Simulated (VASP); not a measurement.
# TaN (P-6m2) in VASP: notebook

TaN is run at these levels: PBE; tasks: single point.

Everything below comes from runs of VASP 6.6.1. Logs are shortened: lines on timing, memory, paths and dates and some standing lists are left out, and cuts for length are marked.

## Step 1: The cell of the first run

Symmetry: P-6m2, No. 187, hexagonal system. The conventional cell has a = 2.938 Å, b = 2.938 Å, c = 2.883 Å, α = 90.00°, β = 90.00°, γ = 120.00°. Within 3.0 Å of Ta (site symmetry -6m2) lie 6 N at 2.23 Å and 8 Ta at 2.88 to 2.94 Å. N (site symmetry -6m2) has 6 Ta at 2.23 Å and 8 N at 2.88 to 2.94 Å within 3.0 Å.

## Step 2: Single point, PBE

Input file INCAR:

```
SYSTEM = TaN
  PREC = Accurate
  ENCUT = 600
  EDIFF = 1E-6
  ISMEAR = 0
  SIGMA = 0.25
  LREAL = .False.
  LASPH = .True.
  NELM = 120
  ALGO = Normal
  ISIF = 2
  LWAVE = .False.
  LCHARG = .False.
  GGA = PE
  NBANDS = 15
  GGA_COMPAT = .False.
```

Input file KPOINTS:

```
regular mesh
0
Gamma
  12 12 10
  0 0 0
```

Input file POSCAR:

```
TaN
1.0
    2.9380000000      0.0000000000      0.0000000000
   -1.4690000000      2.5443826363      0.0000000000
    0.0000000000      0.0000000000      2.8830000000
Ta N
1 1
Direct
    0.0000000000      0.0000000000      0.5000000000
    0.6666666667      0.3333333333      0.0000000000
```

Potentials or basis: VASP PAW PBE potentials, release 64 (Ta_pv, N).

Started as:

```console
$ cat potpaw_PBE.64/Ta_pv/POTCAR potpaw_PBE.64/N/POTCAR > POTCAR
$ mpirun -np 1 vasp_std > vasp.out
```

OUTCAR:

```text
SYSTEM = TaN
   PREC = Accurate
   ENCUT = 600
   EDIFF = 1E-6
   ISMEAR = 0
   LREAL = .False.
   LASPH = .True.
   NELM = 120
   ISIF = 2
   GGA = PE

 ion  position               nearest neighbor table
   1  0.000  0.000  0.500-   2 2.23   2 2.23   2 2.23   2 2.23   2 2.23   2 2.23
   2  0.667  0.333  0.000-   1 2.23   1 2.23   1 2.23   1 2.23   1 2.23   1 2.23

  LATTYP: Found a hexagonal cell.
 ALAT       =     2.9380000000
 C/A-ratio  =     0.9812797822

  Lattice vectors:

 A1 = (   2.9380000000,   0.0000000000,   0.0000000000)
 A2 = (  -1.4690000000,   2.5443826363,   0.0000000000)
 A3 = (   0.0000000000,   0.0000000000,   2.8830000000)

Analysis of symmetry for initial positions (statically):
=====================================================================
 Subroutine PRICEL returns:
 Original cell was already a primitive cell.

 Routine SETGRP: Setting up the symmetry group for a
 hexagonal supercell.

 Subroutine GETGRP returns: Found 12 space group operations
 (whereof 12 operations were pure point group operations)
 out of a pool of 24 trial point group operations.

The static configuration has the point symmetry D_3h.

Analysis of symmetry for dynamics (positions and initial velocities):
=====================================================================
 Subroutine PRICEL returns:
 Original cell was already a primitive cell.

 Routine SETGRP: Setting up the symmetry group for a
 hexagonal supercell.

 Subroutine GETGRP returns: Found 12 space group operations
 (whereof 12 operations were pure point group operations)
 out of a pool of 24 trial point group operations.

The dynamic configuration has the point symmetry D_3h.

 Subroutine INISYM returns: Found 12 space group operations
 (whereof 12 operations are pure point group operations),
 and found     1 'primitive' translations

----------------------------------------------------------------------------------------

                                     Primitive cell

  volume of cell :      21.5516

  direct lattice vectors                    reciprocal lattice vectors
     2.938000000  0.000000000  0.000000000     0.340367597  0.196511324  0.000000000
    -1.469000000  2.544382636  0.000000000     0.000000000  0.393022648  0.000000000
     0.000000000  0.000000000  2.883000000     0.000000000  0.000000000  0.346860909

  length of vectors
     2.938000000  2.938000000  2.883000000     0.393022648  0.393022648  0.346860909

  position of ions in fractional coordinates (direct lattice)
     0.000000000  0.000000000  0.500000000
     0.666666667  0.333333333  0.000000000

  ion indices of the primitive-cell ions
   primitive index   ion index
                 1           1
                 2           2

----------------------------------------------------------------------------------------

 KPOINTS: regular mesh

Automatic generation of k-mesh.
 Grid dimensions read from file:
 generate k-points for:   12   12   10

 Generating k-lattice:

  Cartesian coordinates                     Fractional coordinates (reciprocal lattice)
     0.028363966  0.016375944  0.000000000     0.083333333 -0.000000000  0.000000000
     0.000000000  0.032751887  0.000000000     0.000000000  0.083333333  0.000000000
     0.000000000  0.000000000  0.034686091     0.000000000  0.000000000  0.100000000

  Length of vectors
     0.032751887  0.032751887  0.034686091

  Shift w.r.t. Gamma in fractional coordinates (k-lattice)
     0.000000000  0.000000000  0.000000000

 Subroutine IBZKPT returns following result:
 ===========================================

 Found    114 irreducible k-points:

 Following reciprocal coordinates:
            Coordinates               Weight
  0.000000  0.000000  0.000000      1.000000
  0.083333  0.000000  0.000000      6.000000
  0.166667  0.000000  0.000000      6.000000
  0.250000  0.000000  0.000000      6.000000
  0.333333  0.000000  0.000000      6.000000
  0.416667  0.000000  0.000000      6.000000
[... 16 lines left out ...]
  0.250000  0.000000  0.100000     12.000000
  0.333333  0.000000  0.100000     12.000000
 [... further k-points ...]
   k-points           NKPTS =    114   k-points in BZ     NKDIM =    114   number of bands    NBANDS=     15
   number of dos      NEDOS =    301   number of ions     NIONS =      2
   total plane-waves  NPLWV =  13824
   dimension x,y,z NGX =    24 NGY =   24 NGZ =   24
   dimension x,y,z NGXF=    48 NGYF=   48 NGZF=   48
   ions per type =               1   1
   NGX,Y,Z   is equivalent  to a cutoff of  13.58, 13.58, 13.84 a.u.
   NGXF,Y,Z  is equivalent  to a cutoff of  27.16, 27.16, 27.68 a.u.
 SYSTEM =  TaN
   PREC   = accura    normal or accurate (medium, high low for compatibility)
   ISTART =      0    job   : 0-new  1-cont  2-samecut
   ICHARG =      2    charge: 1-file 2-atom 10-const
   ISPIN  =      1    spin polarized calculation?
   LNONCOLLINEAR =      F non collinear calculations
   LSORBIT =      F    spin-orbit coupling
   LASPH  =      T    aspherical Exc in radial PAW
   ENCUT  =  600.0 eV  44.10 Ry    6.64 a.u.   5.87  5.87  5.76*2*pi/ulx,y,z
   NELM   =    120;   NELMIN=  2; NELMDL= -5     # of ELM steps
   EDIFF  = 0.1E-05   stopping-criterion for ELM
   LREAL  =      F    real-space projection
   EDIFFG = 0.1E-04   stopping-criterion for IOM
   NSW    =      0    number of steps for IOM
   IBRION =     -1    ionic relax: 0-MD 1-quasi-New 2-CG
   NFREE  =      0    steps in history (QN), initial steepest desc. (CG)
   ISIF   =      2    stress and relaxation
   ISYM   =      2    0-nonsym 1-usesym 2-fastsym
   POTIM  = 0.5000    time-step for ionic-motion
   TEBEG  =    0.0;   TEEND  =   0.0 temperature during run
   PSTRESS=    0.0 pullay stress
   NELECT =      16.0000    total number of electrons
   NUPDOWN=      -1.0000    fix difference up-down
   EMIN   =  10.00;   EMAX   =-10.00  energy-range for DOS
   EFERMI =   0.00;   METHOD = LEGACY
   ISMEAR =     0;   SIGMA  =   0.25  broadening in eV -4-tet -1-fermi 0-gaus
   EFERMI_NEDOS =   21; number of points for ismear=-14 and -15
   IALGO  =     38    algorithm
   IMIX   =      4    mixing-type and parameters
     AMIX     =   0.40;   BMIX     =  1.00
     AMIX_MAG =   1.60;   BMIX_MAG =  1.00
  volume/ion in A,a.u.               =      10.78        72.72
  Fermi-wavevector in a.u.,A,eV,Ry     =   1.482365  2.801264 29.897531  2.197407
  Thomas-Fermi vector in A             =   2.596160
   LORBIT       =      0    0 simple, 1 ext, 2 COOP (PROOUT), +10 PAW based schemes
   GGA     = PE    functional components
   LHFCALC =     F    Hartree Fock is set to
   AEXX    =    0.0000 exact exchange contribution
   IVDW    =     0    specifies the selected vdW correction
   LEPSILON=     F    determine dielectric tensor
   LRPA    =     F    only Hartree local field effects (RPA)
 non-spin polarized calculation
 Gauss-broadening in eV      SIGMA  =   0.25
  energy-cutoff  :      600.00
  volume of cell :       21.55
 maximum number of plane-waves:       732
 NGX is ok and might be reduce to    24
   NGX = 11   NGY = 11   NGZ = 11

 number of electron      16.0000001 magnetization

 Free energy of the ion-electron system (eV)
  ---------------------------------------------------
  ext. energy  EPLUGINS =         0.00000000
  ---------------------------------------------------
  free energy    TOTEN  =       -22.44383947 eV

  energy without entropy =      -22.44175458  energy(sigma->0) =      -22.44279703

 E-fermi :   8.2756     XC(G=0): -13.3458

 val. band max:        8.2578200189   @ k =   0.0000   0.0000   0.4000
 cond. band min:       8.3786046413   @ k =   0.3333   0.3333   0.0000
 fundamental gap:      0.1207846224
 Fermi energy:         8.2756355180

 k-point     1 :       0.0000    0.0000    0.0000
  band No.  band energies     occupation
      1     -26.5929      2.00000
      2     -26.3283      2.00000
      3     -26.3283      2.00000
      4      -9.5282      2.00000
      5       3.6896      2.00000
      6       3.6896      2.00000
      7       4.0465      2.00000
      8       5.3262      2.00000
      9      10.4653      0.00000
     10      11.8397      0.00000
     11      11.8397      0.00000
     12      12.2593      0.00000
     13      12.2593      0.00000
     14      21.3562      0.00000
     15      21.6705      0.00000

 k-point     2 :       0.0833    0.0000    0.0000
  band No.  band energies     occupation
      1     -26.5834      2.00000
      2     -26.4031      2.00000
      3     -26.3442      2.00000
      4      -9.3848      2.00000
      5       3.2601      2.00000
      6       3.7981      2.00000
      7       4.2494      2.00000
      8       5.1212      2.00000
      9      10.9785      0.00000
     10      11.5472      0.00000
     11      11.8630      0.00000
     12      12.1856      0.00000
     13      12.4494      0.00000
     14      21.3425      0.00000
     15      21.6621      0.00000

 k-point     3 :       0.1667    0.0000    0.0000
  band No.  band energies     occupation
      1     -26.6027      2.00000
      2     -26.5575      2.00000
      3     -26.3875      2.00000
      4      -8.9897      2.00000
      5       2.3643      2.00000
      6       4.0865      2.00000
      7       4.6199      2.00000
      8       4.7041      2.00000
      9      10.8336      0.00000
     10      11.9750      0.00000
     11      11.9904      0.00000
     12      12.2365      0.00000
     13      12.8689      0.00000
     14      21.3227      0.00000
     15      21.6490      0.00000
[... 343 lines left out ...]
 k-point    23 :       0.2500    0.0000    0.1000
  band No.  band energies     occupation
      1     -26.8545      2.00000
      2     -26.6078      2.00000
      3     -26.4375      2.00000
      4      -8.3156      2.00000
      5       1.5015      2.00000
      6       3.5024      2.00000
      7       4.3747      2.00000
      8       5.5648      2.00000
      9      10.5495      0.00000
     10      10.9261      0.00000
     11      12.5611      0.00000
     12      13.1278      0.00000
     13      14.4023      0.00000
     14      21.1857      0.00000
     15      21.6337      0.00000

 k-point    24 :       0.3333    0.0000    0.1000
  band No.  band energies     occupation
      1     -27.1028      2.00000
      2     -26.5698      2.00000
      3     -26.4949      2.00000
      4      -7.7942      2.00000
      5       0.7038      2.00000
      6       3.2273      2.00000
      7       4.5898      2.00000
      8       5.5490      2.00000
      9      10.9074      0.00000
     10      11.2423      0.00000
     11      12.8113      0.00000
     12      13.2702      0.00000
     13      15.3394      0.00000
     14      21.3995      0.00000
     15      21.6528      0.00000

 [... further k-points ...]

------------------------ aborting loop because EDIFF is reached ----------------------------------------

  FORCE on cell =-STRESS in cart. coord.  units (eV):
  Direction    XX          YY          ZZ          XY          YZ          ZX
  --------------------------------------------------------------------------------------
  -------------------------------------------------------------------------------------
  Total        0.6557173      0.6557173      0.8228677      0.0000000     -0.0000000      0.0000000
  in kB       48.7470525     48.7470525     61.1732790      0.0000000     -0.0000000      0.0000000
  external PRESSURE =      52.8891280 kB  Pullay stress =       0.0000000 kB

 VOLUME and BASIS-vectors are now :
 -----------------------------------------------------------------------------
  energy-cutoff  :      600.00
  volume of cell :       21.55
      direct lattice vectors                 reciprocal lattice vectors
     2.938000000  0.000000000  0.000000000     0.340367597  0.196511324  0.000000000
    -1.469000000  2.544382636  0.000000000     0.000000000  0.393022648  0.000000000
     0.000000000  0.000000000  2.883000000     0.000000000  0.000000000  0.346860909

 POSITION                                       TOTAL-FORCE (eV/Angst)
 -----------------------------------------------------------------------------------
      0.00000      0.00000      1.44150        -0.000000     -0.000000      0.000000
      1.46900      0.84813      0.00000         0.000000      0.000000      0.000000
 -----------------------------------------------------------------------------------
    total drift:                               -0.000000      0.000000      0.000000

  FREE ENERGIE OF THE ION-ELECTRON SYSTEM (eV)
  ---------------------------------------------------
  free  energy   TOTEN  =       -22.4438394683 eV

  energy  without entropy=      -22.4417545843  energy(sigma->0) =      -22.44279703
```

Wall time 24 s (1 thread of AMD EPYC 7R13 (Zen 3), shared host); peak memory 0.14 GiB.

What came out:

- Free energy: -22.4438 eV
- Pressure: 5.3 GPa
- Band gap on the k mesh: zero (bands 8 and 9 overlap by 0.50 eV)

Stress tensor (GPa, compression positive):
```
4.87 0.00 0.00
0.00 4.87 0.00
0.00 0.00 6.12
```

Caveat: the cell stands under pressure; spin-orbit coupling is left out, which moves the levels of the heavy elements.

## Step 3: Single point, PBE

Input file INCAR:

```
SYSTEM = TaN
PREC = Accurate
ENCUT = 600
EDIFF = 1E-6
ISMEAR = 0
SIGMA = 0.15
LREAL = .False.
LASPH = .True.
NELM = 120
ALGO = Normal
ISIF = 2
LWAVE = .False.
LCHARG = .False.
GGA = PE
NBANDS = 15
GGA_COMPAT = .False.
```

KPOINTS is that of step 2.

POSCAR is that of step 2.

Potentials or basis: VASP PAW PBE potentials, release 64 (Ta_pv, N).

Started as:

```console
$ cat potpaw_PBE.64/Ta_pv/POTCAR potpaw_PBE.64/N/POTCAR > POTCAR
$ mpirun -np 1 vasp_std > vasp.out
```

It took 24 s on 1 thread of AMD EPYC 7R13 (Zen 3), shared host; peak memory 0.14 GiB.

Results (log left out):

- Free energy: -22.4432 eV
- Pressure: 5.3 GPa
- Band gap on the k mesh: zero (bands 8 and 9 overlap by 0.50 eV)

Stress tensor (GPa, compression positive):
```
4.87 0.00 0.00
0.00 4.87 0.00
0.00 0.00 6.12
```

Levels at points of the mesh, in eV from the Fermi level:
| k point | band 6 | band 7 | band 8 | band 9 | band 10 | band 11 |
| --- | --- | --- | --- | --- | --- | --- |
| (0.00, 0.00, 0.00) | -4.62 | -4.26 | -2.98 | 2.15 | 3.53 | 3.53 |
| (0.50, 0.00, 0.00) | -5.25 | -3.53 | -3.24 | 2.96 | 3.96 | 5.16 |
| (0.00, 0.00, 0.50) | -3.81 | -3.81 | -0.14 | -0.14 | 2.35 | 3.28 |
| (0.50, 0.00, 0.50) | -6.25 | -5.74 | -0.42 | 4.10 | 5.30 | 5.98 |

Caveat: the cell stands under pressure; spin-orbit coupling is left out, which moves the levels of the heavy elements.
